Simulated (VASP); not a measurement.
# Pt (P6_3/mmc) in VASP: notebook

Runs on Pt. Level: RPBE. Tasks: single point.

Everything below comes from runs of VASP 6.6.1. Logs are shortened: lines on timing, memory, paths and dates and some standing lists are left out, and cuts for length are marked.

**1. The cell of the first run**

Symmetry: P6_3/mmc, No. 194, hexagonal system. Conventional cell: a = 2.879 Å, b = 2.879 Å, c = 9.620 Å, α = 90.00°, β = 90.00°, γ = 120.00°. Within 3.8 Å of Pt (site symmetry -3m) lie 12 Pt at 2.88 to 2.92 Å. Pt (site symmetry -6m2) has 12 Pt at 2.88 to 2.92 Å within 3.8 Å.

This isn't the form of Pt at room conditions, which is fcc.

**2. Single point, RPBE (17.27 Å³/atom)**

Contents of INCAR:

```
ALGO = Normal
EDIFF = 1E-7
ENCUT = 520
GGA = RP
ISIF = 2
ISMEAR = -1
LASPH = T
LCHARG = F
LREAL = F
LWAVE = F
NBANDS = 28
NELM = 100
PREC = Accurate
SIGMA = 0.1
```

Contents of KPOINTS:

```
k-points
0
Gamma
  14 14 4
```

Contents of POSCAR:

```
Pt
1.0
    2.8794772578      0.0000000000      0.0000000000
   -1.4397386289      2.4937004549      0.0000000000
    0.0000000000      0.0000000000      9.6197498439
Pt
4
Direct
    1.0000000000      1.0000000000      0.0000000000
    1.0000000000      0.0000000000      0.5000000000
    0.3333333333      0.6666666667      0.2500000000
    0.6666666667      0.3333333333      0.7500000000
```

Potentials or basis: VASP PAW PBE potentials, release 64 (Pt).

Run with:

```bash
$ cat potpaw_PBE.64/Pt/POTCAR > POTCAR
$ mpirun -np 1 vasp_std > vasp.out
```

OUTCAR:

```text
EDIFF = 1E-7
   ENCUT = 520
   GGA = RP
   ISIF = 2
   ISMEAR = -1
   LASPH = T
   LREAL = F
   NELM = 100
   PREC = Accurate

 ion  position               nearest neighbor table
   1  0.000  0.000  0.000-   3 2.92   4 2.92   4 2.92   3 2.92   4 2.92   3 2.92
   2  0.000  0.000  0.500-   3 2.92   4 2.92   4 2.92   3 2.92   4 2.92   3 2.92
   3  0.333  0.667  0.250-   1 2.92   2 2.92   1 2.92   2 2.92   1 2.92   2 2.92
   4  0.667  0.333  0.750-   1 2.92   2 2.92   1 2.92   2 2.92   1 2.92   2 2.92

  LATTYP: Found a hexagonal cell.
 ALAT       =     2.8794772578
 C/A-ratio  =     3.3407972985

  Lattice vectors:

 A1 = (   2.8794772578,   0.0000000000,   0.0000000000)
 A2 = (  -1.4397386289,   2.4937004549,   0.0000000000)
 A3 = (   0.0000000000,   0.0000000000,   9.6197498439)

Analysis of symmetry for initial positions (statically):
=====================================================================
 Subroutine PRICEL returns:
 Original cell was already a primitive cell.

 Routine SETGRP: Setting up the symmetry group for a
 hexagonal supercell.

 Subroutine GETGRP returns: Found 24 space group operations
 (whereof 12 operations were pure point group operations)
 out of a pool of 24 trial point group operations.

The static configuration has the point symmetry D_3d.
 The point group associated with its full space group is D_6h.

Analysis of symmetry for dynamics (positions and initial velocities):
=====================================================================
 Subroutine PRICEL returns:
 Original cell was already a primitive cell.

 Routine SETGRP: Setting up the symmetry group for a
 hexagonal supercell.

 Subroutine GETGRP returns: Found 24 space group operations
 (whereof 12 operations were pure point group operations)
 out of a pool of 24 trial point group operations.

The dynamic configuration has the point symmetry D_3d.
 The point group associated with its full space group is D_6h.

 Subroutine INISYM returns: Found 24 space group operations
 (whereof 12 operations are pure point group operations),
 and found     1 'primitive' translations

----------------------------------------------------------------------------------------

                                     Primitive cell

  volume of cell :      69.0751

  direct lattice vectors                    reciprocal lattice vectors
     2.879477258  0.000000000  0.000000000     0.347285257  0.200505237  0.000000000
    -1.439738629  2.493700455  0.000000000     0.000000000  0.401010473  0.000000000
     0.000000000  0.000000000  9.619749844     0.000000000  0.000000000  0.103952807

  length of vectors
     2.879477258  2.879477258  9.619749844     0.401010473  0.401010473  0.103952807

  position of ions in fractional coordinates (direct lattice)
     0.000000000  0.000000000  0.000000000
     0.000000000  0.000000000  0.500000000
     0.333333333  0.666666667  0.250000000
     0.666666667  0.333333333  0.750000000

  ion indices of the primitive-cell ions
   primitive index   ion index
                 1           1
                 2           2
                 3           3
                 4           4

----------------------------------------------------------------------------------------

 KPOINTS: k-points

Automatic generation of k-mesh.
 Grid dimensions read from file:
 generate k-points for:   14   14    4

 Generating k-lattice:

  Cartesian coordinates                     Fractional coordinates (reciprocal lattice)
     0.024806090  0.014321803  0.000000000     0.071428571  0.000000000  0.000000000
     0.000000000  0.028643605  0.000000000     0.000000000  0.071428571  0.000000000
     0.000000000  0.000000000  0.025988202     0.000000000  0.000000000  0.250000000

  Length of vectors
     0.028643605  0.028643605  0.025988202

  Shift w.r.t. Gamma in fractional coordinates (k-lattice)
     0.000000000  0.000000000  0.000000000

 Subroutine IBZKPT returns following result:
 ===========================================

 Found     72 irreducible k-points:

 Following reciprocal coordinates:
            Coordinates               Weight
  0.000000  0.000000  0.000000      1.000000
  0.071429  0.000000  0.000000      6.000000
  0.142857  0.000000  0.000000      6.000000
  0.214286  0.000000  0.000000      6.000000
  0.285714  0.000000  0.000000      6.000000
  0.357143  0.000000  0.000000      6.000000
[... 16 lines left out ...]
  0.285714  0.285714  0.000000      6.000000
  0.357143  0.285714  0.000000      6.000000
 [... further k-points ...]
   k-points           NKPTS =     72   k-points in BZ     NKDIM =     72   number of bands    NBANDS=     28
   number of dos      NEDOS =    301   number of ions     NIONS =      4
   total plane-waves  NPLWV =  41472
   dimension x,y,z NGX =    24 NGY =   24 NGZ =   72
   dimension x,y,z NGXF=    48 NGYF=   48 NGZF=  144
   ions per type =               4
   NGX,Y,Z   is equivalent  to a cutoff of  13.86, 13.86, 12.44 a.u.
   NGXF,Y,Z  is equivalent  to a cutoff of  27.71, 27.71, 24.89 a.u.
 SYSTEM =  unknown system
   PREC   = accura    normal or accurate (medium, high low for compatibility)
   ISTART =      0    job   : 0-new  1-cont  2-samecut
   ICHARG =      2    charge: 1-file 2-atom 10-const
   ISPIN  =      1    spin polarized calculation?
   LNONCOLLINEAR =      F non collinear calculations
   LSORBIT =      F    spin-orbit coupling
   LASPH  =      T    aspherical Exc in radial PAW
   ENCUT  =  520.0 eV  38.22 Ry    6.18 a.u.   5.35  5.35 17.89*2*pi/ulx,y,z
   NELM   =    100;   NELMIN=  2; NELMDL= -5     # of ELM steps
   EDIFF  = 0.1E-06   stopping-criterion for ELM
   LREAL  =      F    real-space projection
   EDIFFG = 0.1E-05   stopping-criterion for IOM
   NSW    =      0    number of steps for IOM
   IBRION =     -1    ionic relax: 0-MD 1-quasi-New 2-CG
   NFREE  =      0    steps in history (QN), initial steepest desc. (CG)
   ISIF   =      2    stress and relaxation
   ISYM   =      2    0-nonsym 1-usesym 2-fastsym
   POTIM  = 0.5000    time-step for ionic-motion
   TEBEG  =    0.0;   TEEND  =   0.0 temperature during run
   PSTRESS=    0.0 pullay stress
   NELECT =      40.0000    total number of electrons
   NUPDOWN=      -1.0000    fix difference up-down
   EMIN   =  10.00;   EMAX   =-10.00  energy-range for DOS
   EFERMI =   0.00;   METHOD = LEGACY
   ISMEAR =    -1;   SIGMA  =   0.10  broadening in eV -4-tet -1-fermi 0-gaus
   EFERMI_NEDOS =   21; number of points for ismear=-14 and -15
   IALGO  =     38    algorithm
   IMIX   =      4    mixing-type and parameters
     AMIX     =   0.40;   BMIX     =  1.00
     AMIX_MAG =   1.60;   BMIX_MAG =  1.00
  volume/ion in A,a.u.               =      17.27       116.54
  Fermi-wavevector in a.u.,A,eV,Ry     =   1.364544  2.578615 25.333786  1.861981
  Thomas-Fermi vector in A             =   2.490851
   LORBIT       =      0    0 simple, 1 ext, 2 COOP (PROOUT), +10 PAW based schemes
   GGA     = RP    functional components
   LHFCALC =     F    Hartree Fock is set to
   AEXX    =    0.0000 exact exchange contribution
   IVDW    =     0    specifies the selected vdW correction
   LEPSILON=     F    determine dielectric tensor
   LRPA    =     F    only Hartree local field effects (RPA)
 non-spin polarized calculation
  energy-cutoff  :      520.00
  volume of cell :       69.08
 maximum number of plane-waves:      1896
 NGX is ok and might be reduce to    24
   NGX = 11   NGY = 11   NGZ = 35

 number of electron      40.0000008 magnetization

 Free energy of the ion-electron system (eV)
  ---------------------------------------------------
  ext. energy  EPLUGINS =         0.00000000
  ---------------------------------------------------
  free energy    TOTEN  =       -21.59567841 eV

  energy without entropy =      -21.33328745  energy(sigma->0) =      -21.46448293

 E-fermi :   8.9372     XC(G=0): -12.6180

 val. band max:        8.9349683768   @ k =   0.4286   0.0000   0.2500
 cond. band min:       8.9389263906   @ k =   0.2857   0.2857   0.2500
 fundamental gap:      0.0039580139
 Fermi energy:         8.9372058300

 k-point     1 :       0.0000    0.0000    0.0000
  band No.  band energies     occupation
      1       0.1895      2.00000
      2       1.9465      2.00000
      3       1.9523      2.00000
      4       2.8660      2.00000
      5       5.5880      2.00000
      6       5.6322      2.00000
[... 20 lines left out ...]
     27      21.0606      0.00000
     28      23.7071      0.00000

 k-point     2 :       0.0714    0.0000    0.0000
  band No.  band energies     occupation
      1       0.3530      2.00000
      2       2.1024      2.00000
      3       2.1081      2.00000
      4       3.0098      2.00000
      5       5.4327      2.00000
      6       5.5481      2.00000
[... 20 lines left out ...]
     27      21.1340      0.00000
     28      23.9249      0.00000

 k-point     3 :       0.1429    0.0000    0.0000
  band No.  band energies     occupation
      1       0.8260      2.00000
      2       2.5311      2.00000
      3       2.5360      2.00000
      4       3.3989      2.00000
      5       5.1296      2.00000
      6       5.3413      2.00000
[... 20 lines left out ...]
     27      21.3109      0.00000
     28      23.8050      0.00000

 k-point     4 :       0.2143    0.0000    0.0000
  band No.  band energies     occupation
      1       1.5443      2.00000
      2       3.0685      2.00000
      3       3.0713      2.00000
      4       3.8505      2.00000
      5       4.8634      2.00000
      6       5.0760      2.00000
[... 578 lines left out ...]
     27      16.3263      0.00000
     28      17.4137      0.00000

 k-point    23 :       0.2857    0.2857    0.0000
  band No.  band energies     occupation
      1       4.1678      2.00000
      2       4.1686      2.00000
      3       4.4018      2.00000
      4       4.5047      2.00000
      5       4.8722      2.00000
      6       4.9029      2.00000
[... 20 lines left out ...]
     27      16.9844      0.00000
     28      17.4969      0.00000

 k-point    24 :       0.3571    0.2857    0.0000
  band No.  band energies     occupation
      1       4.2229      2.00000
      2       4.2747      2.00000
      3       4.6316      2.00000
      4       4.6699      2.00000
      5       4.6829      2.00000
      6       4.7834      2.00000
[... 20 lines left out ...]
     27      16.1005      0.00000
     28      17.0094      0.00000

 [... further k-points ...]

------------------------ aborting loop because EDIFF is reached ----------------------------------------

  FORCE on cell =-STRESS in cart. coord.  units (eV):
  Direction    XX          YY          ZZ          XY          YZ          ZX
  --------------------------------------------------------------------------------------
  -------------------------------------------------------------------------------------
  Total       -6.2879352     -6.2879352     -6.0422099      0.0000000      0.0000000      0.0000000
  in kB     -145.8468062   -145.8468062   -140.1472797      0.0000000      0.0000000      0.0000000
  external PRESSURE =    -143.9469640 kB  Pullay stress =       0.0000000 kB

 VOLUME and BASIS-vectors are now :
 -----------------------------------------------------------------------------
  energy-cutoff  :      520.00
  volume of cell :       69.08
      direct lattice vectors                 reciprocal lattice vectors
     2.879477258  0.000000000  0.000000000     0.347285257  0.200505237  0.000000000
    -1.439738629  2.493700455  0.000000000     0.000000000  0.401010473  0.000000000
     0.000000000  0.000000000  9.619749844     0.000000000  0.000000000  0.103952807

 POSITION                                       TOTAL-FORCE (eV/Angst)
 -----------------------------------------------------------------------------------
      0.00000      0.00000      0.00000         0.000000      0.000000      0.000000
      0.00000      0.00000      4.80987         0.000000      0.000000      0.000000
     -0.00000      1.66247      2.40494        -0.000000     -0.000000      0.000000
      1.43974      0.83123      7.21481         0.000000     -0.000000     -0.000000
 -----------------------------------------------------------------------------------
    total drift:                               -0.000000      0.000000      0.000000

  FREE ENERGIE OF THE ION-ELECTRON SYSTEM (eV)
  ---------------------------------------------------
  free  energy   TOTEN  =       -21.5956784097 eV

  energy  without entropy=      -21.3332874548  energy(sigma->0) =      -21.46448293
```

Wall time 51 s (1 thread of Intel Xeon 6975P-C (Granite Rapids), shared host); peak memory 0.25 GiB.

Results:

| Property | Result |
| --- | --- |
| Free energy | -21.5957 eV |
| Pressure | -14.4 GPa |
| Band gap on the k mesh | zero (bands 20 and 21 overlap by 1.08 eV) |

Stress tensor (GPa, compression positive):
```
-14.58   0.00   0.00
  0.00 -14.58   0.00
  0.00   0.00 -14.01
```

Caveat: the cell stands under tension; the PAW data sets were made with another functional, which shifts forces and pressure a little; spin-orbit coupling is left out, which moves the levels of the heavy elements.

**3. Single point, RPBE (17.91 Å³/atom)**

This run uses another cell than the first one, of 17.91 Å³/atom.

Contents of INCAR:

```
SYSTEM = Pt
ALGO     = Normal         ! electronic algorithm
EDIFF    = 1E-7           ! SCF threshold, eV
ENCUT    = 520            ! plane-wave cutoff, eV
GGA      = RP             ! functional
ISIF     = 2              ! what is computed and relaxed
ISMEAR   = -1             ! smearing method
LASPH    = .TRUE.         ! aspherical terms in the spheres
LCHARG   = .TRUE.         ! write CHGCAR
LELF     = .TRUE.         ! ELF
LREAL    = .FALSE.        ! projectors in reciprocal space
LVHAR    = .TRUE.       
LWAVE    = .FALSE.        ! write WAVECAR
NBANDS   = 28             ! bands
NELM     = 100            ! most SCF steps
PREC     = Accurate       ! precision mode
SIGMA    = 0.1            ! smearing width, eV
```

Contents of KPOINTS:

```
k-points
0
G
  14 14 4
  0 0 0
```

Contents of POSCAR:

```
Pt
1.0
    2.9145962953      0.0000000000      0.0000000000
   -1.4572981477      2.5241144335      0.0000000000
    0.0000000000      0.0000000000      9.7370754294
Pt
4
Direct
    1.0000000000      1.0000000000      0.0000000000
    1.0000000000      0.0000000000      0.5000000000
    0.3333333333      0.6666666667      0.2500000000
    0.6666666667      0.3333333333      0.7500000000
```

Potentials or basis: VASP PAW PBE potentials, release 64 (Pt).

Run with:

```bash
$ cat potpaw_PBE.64/Pt/POTCAR > POTCAR
$ mpirun -np 1 vasp_std > vasp.out
```

It took 51 s on 1 thread of Intel Xeon 6975P-C (Granite Rapids), shared host; peak memory 0.26 GiB.

The run converged. Its results:

* Free energy: -21.3299 eV
* Pressure: -18.9 GPa
* Band gap on the k mesh: zero (bands 20 and 21 overlap by 1.01 eV)

Stress tensor (GPa, compression positive):
```
-19.17   0.00   0.00
  0.00 -19.17   0.00
  0.00   0.00 -18.40
```

Levels at points of the mesh, in eV from the Fermi level:
```tsv
k point	band 17	band 18	band 19	band 20	band 21	band 22	band 23	band 24
(0.00, 0.00, 0.00)	-1.49	-1.03	-1.03	-0.70	-0.70	-0.11	-0.11	0.08
(0.50, 0.00, 0.00)	0.16	0.23	0.24	0.27	0.68	1.43	2.72	2.96
(0.00, 0.00, 0.50)	-1.28	-1.28	-1.28	-1.28	-0.36	-0.36	-0.36	-0.36
(0.50, 0.00, 0.50)	0.10	0.10	0.25	0.25	1.83	1.83	2.75	2.75
```

Caveat: the cell stands under tension; the PAW data sets were made with another functional, which shifts forces and pressure a little; spin-orbit coupling is left out, which moves the levels of the heavy elements.

**4. Single point, RPBE**

This run uses another cell than the first one, of 15.99 Å³/atom.

Contents of INCAR:

```
SYSTEM = Pt
  PREC = Accurate
  ENCUT = 520
  EDIFF = 1E-6
  ISMEAR = -1
  SIGMA = 0.1
  LREAL = .False.
  LASPH = .True.
  NELM = 80
  ALGO = Normal
  ISIF = 2
  LWAVE = .False.
  LCHARG = .False.
  GGA = RP
  NBANDS = 28
```

Contents of KPOINTS:

```
Automatic mesh
0
Gamma
  17 17 5
  0 0 0
```

Contents of POSCAR:

```
Pt
1.0
    2.8065475262      0.0000000000      0.0000000000
   -1.4032737631      2.4305414546      0.0000000000
    0.0000000000      0.0000000000      9.3761063935
Pt
4
Direct
    1.0000000000      1.0000000000      0.0000000000
    1.0000000000      0.0000000000      0.5000000000
    0.3333333333      0.6666666667      0.2500000000
    0.6666666667      0.3333333333      0.7500000000
```

Run with:

```bash
$ cat potpaw_PBE.64/Pt/POTCAR > POTCAR
$ mpirun -np 1 vasp_std > vasp.out
```

Wall time 64 s (1 thread of Intel Xeon 6975P-C (Granite Rapids), shared host); peak memory 0.27 GiB.

Results (log left out):

```
Free energy            : -21.8466 eV
Pressure               : -0.5 GPa
Band gap on the k mesh : zero (bands 20 and 21 overlap by 1.21 eV)
```

Stress tensor (GPa, compression positive):
```
-0.58  0.00  0.00
 0.00 -0.58  0.00
 0.00  0.00 -0.43
```

Levels at points of the mesh, in eV from the Fermi level:
| k point | band 17 | band 18 | band 19 | band 20 | band 21 | band 22 | band 23 | band 24 |
| --- | --- | --- | --- | --- | --- | --- | --- | --- |
| (0.00, 0.00, 0.00) | -1.80 | -1.25 | -1.25 | -0.84 | -0.84 | -0.39 | -0.13 | -0.13 |

Caveat: the PAW data sets were made with another functional, which shifts forces and pressure a little; spin-orbit coupling is left out, which moves the levels of the heavy elements.

**5. The runs side by side**

| cell | k mesh | gap on the mesh (eV) | pressure (GPa) |
| --- | --- | --- | --- |
| a = 2.879, b = 2.879, c = 9.620 Å, angles 90.0, 90.0, 120.0°, 4 atoms | 14 × 14 × 4 | none | -14.4 |
| a = 2.915, b = 2.915, c = 9.737 Å, angles 90.0, 90.0, 120.0°, 4 atoms | 14 × 14 × 4 | none | -18.9 |
| a = 2.807, b = 2.807, c = 9.376 Å, angles 90.0, 90.0, 120.0°, 4 atoms | 17 × 17 × 5 | none | -0.5 |

Alike in all rows: task single point; level RPBE; potentials or basis VASP PAW PBE potentials, release 64 (Pt); no spin polarisation; cutoff (eV) 520; smearing fermi-dirac 0.1 eV.

Caveats: the PAW data sets were made with another functional, which shifts forces and pressure a little; spin-orbit coupling is left out, which moves the levels of the heavy elements; the cell stands under tension (at least some runs).

Total energies depend on the potentials used, so only differences within one code and one set of settings carry meaning.
